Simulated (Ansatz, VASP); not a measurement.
**One calculation of W, two programs**

The input INCAR:

```
SYSTEM = W
  PREC = Accurate
  ENCUT = 520
  EDIFF = 1E-6
  ISMEAR = 0
  SIGMA = 0.15
  LREAL = .FALSE.
  LASPH = .TRUE.
  NELM = 100
  ALGO = Fast
  ISIF = 2
  LWAVE = .FALSE.
  LCHARG = .FALSE.
  GGA = PS
  NBANDS = 13
```

KPOINTS

```
regular mesh
0
G
  26 26 26
  0 0 0
```

POSCAR

```
W
1.0
    0.0000000000      2.0589656399      1.9989957669
    2.0589656399      0.0000000000      1.9989957669
    2.0589656399      2.0589656399      0.0000000000
W
1
Direct
    0.0000000000      0.0000000000      0.0000000000
```

Input for Ansatz:

```yaml
crystal:
  lattice:
    - [0.0, 2.0589656399, 1.9989957669]
    - [2.0589656399, 0.0, 1.9989957669]
    - [2.0589656399, 2.0589656399, 0.0]
  atoms:
    - { symbol: W, position: [0.0, 0.0, 0.0] }
basis:
  ecutwfc: 420
kpoints:
  mp_grid: { grid: [26, 26, 26] }
hamiltonian:
  xc: pbesol
scf:
  occupations: { method: gaussian, width: 0.15 }
output:
  forces: true
  stress: true
  eigenvalues: true
```

Change from the starting cell: strain +0.030 along x and y, +0.000 along z, atoms carried along.

Alike in both runs: task single point; functional PBEsol; k mesh 26 × 26 × 26; occupations gaussian, width 0.15 eV; no spin polarisation.

|  | VASP | Ansatz |
| --- | --- | --- |
| version | VASP 6.6.1 | Ansatz 0.2.0 |
| potentials or method | VASP PAW PBE potentials, release 64 (W_sv), cutoff 520 eV | scalar-relativistic, plane waves, PAW |
| valence electrons in the cell | 14 | 14 |

```csv
,VASP,Ansatz,Ansatz less VASP
gap on the k mesh at the Fermi level (eV),none,none,-
pressure (GPa),-15.4,-15.8,-0.37
"traceless stress, the component that is largest in VASP (GPa)",-6.14,-6.09,+0.054
```

VASP's potentials were made for PBE, not for PBEsol. A gap of «none» marks a metal or a gap that the smearing closes.

Spin-orbit coupling is off throughout.
